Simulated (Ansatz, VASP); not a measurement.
# TiRe: VASP beside Ansatz

File INCAR:

```
  ALGO = Normal
  EDIFF = 1E-6
  ENCUT = 520
  GGA_COMPAT = False
  ISIF = 2
  ISMEAR = -1
  LASPH = True
  LCHARG = False
  LDAU = True
  LDAUJ = 0 0
  LDAUL = 2 -1
  LDAUPRINT = 1
  LDAUTYPE = 2
  LDAUU = 1.38 0
  LMAXMIX = 4
  LORBIT = 11
  LORBMOM = True
  LREAL = False
  LSORBIT = True
  LWAVE = False
  MAGMOM = 0 0 0 0 0 0
  NBANDS = 31
  NELM = 150
  PREC = Accurate
  SIGMA = 0.0164
```

KPOINTS

```
k-points
0
Gamma
  8 8 8
```

POSCAR

```
TiRe
1.0
    3.1372520000      0.0000000000      0.0000000000
    0.0000000000      3.1372520000      0.0000000000
    0.0000000000      0.0000000000      3.1372520000
Re Ti
1 1
Direct
    0.0000000000      0.0000000000      0.0000000000
    0.5000000000      0.5000000000      0.5000000000
```

Input for Ansatz:

```yaml
crystal:
  lattice:
    - [3.137252, 0.0, 0.0]
    - [0.0, 3.137252, 0.0]
    - [0.0, 0.0, 3.137252]
  atoms:
    - { symbol: Re, position: [0.0, 0.0, 0.0] }
    - { symbol: Ti, position: [0.5, 0.5, 0.5] }
kpoints:
  mp_grid: { grid: [8, 8, 8], shift: [0, 0, 0] }
  band_path:
    path:
      - [0.0, 0.0, 0.0]
      - [0.0, 0.5, 0.0]
      - [0.5, 0.5, 0.0]
      - [0.0, 0.0, 0.0]
      - [0.5, 0.5, 0.5]
      - [0.0, 0.5, 0.0]
      - [0.5, 0.5, 0.5]
      - [0.5, 0.5, 0.0]
    npoints: 10
magnetization:
  noncollinear: true
  spin_orbit: true
scf:
  occupations: { method: fermi_dirac, width: 0.0164 }
  lower_state_search: "off"
  max_iter: 200
hamiltonian:
  pseudopotentials: { kind: paw_fr }
  xc: lda
  hubbard:
    projectors: all-electron-ortho-atomic
    sites: [{ species: Re, l: d, u_eff: 1.38 }]
basis:
  ecutwfc: 420
  fft_grid_basis: typed
output:
  forces: true
  stress: true
  eigenvalues: true
  bader: true
  populations: true
  elf: true
  write_potential: true
  volumetric_format: npy
  dos:
    e_range: [-12, 8]
    de: 0.05
    projected: { site_lists: { Re: [Re], Ti: [Ti] } }
    method: { smearing: { sigma: 0.1, scheme: gaussian } }
  write_density: true
checkpoint:
  read: saved_state
```

Alike in both runs: task single point; functional LDA; k mesh 8 × 8 × 8; occupations fermi-dirac, width 0.0164 eV; non-collinear spin, spin-orbit coupling; Hubbard terms Re d U = 1.38 eV.

|  | VASP | Ansatz |
| --- | --- | --- |
| version | VASP 6.6.1 | Ansatz 0.2.0 |
| potentials or method | VASP PAW LDA potentials, release 64 (Re, Ti_sv), cutoff 520 eV | PAW plane waves |
| valence electrons in the cell | 19 | 27 |

|  | VASP | Ansatz | Ansatz less VASP |
| --- | --- | --- | --- |
| pressure (GPa) | -15.2 | -15.7 | -0.51 |
| net moment per atom (μB) | 0.00 | 0.00 | 0.000 |

LDA's correlation is that of Perdew and Zunger in VASP and of Perdew and Wang (1992) in Ansatz. The programs project onto different local orbitals, so the same U acts differently, and such runs can settle in different states. VASP's potentials hold 19 valence electrons a cell and Ansatz's 27, so a difference there can come from the potentials and not from the codes. Ansatz's warnings: filled band counts differ across k points.
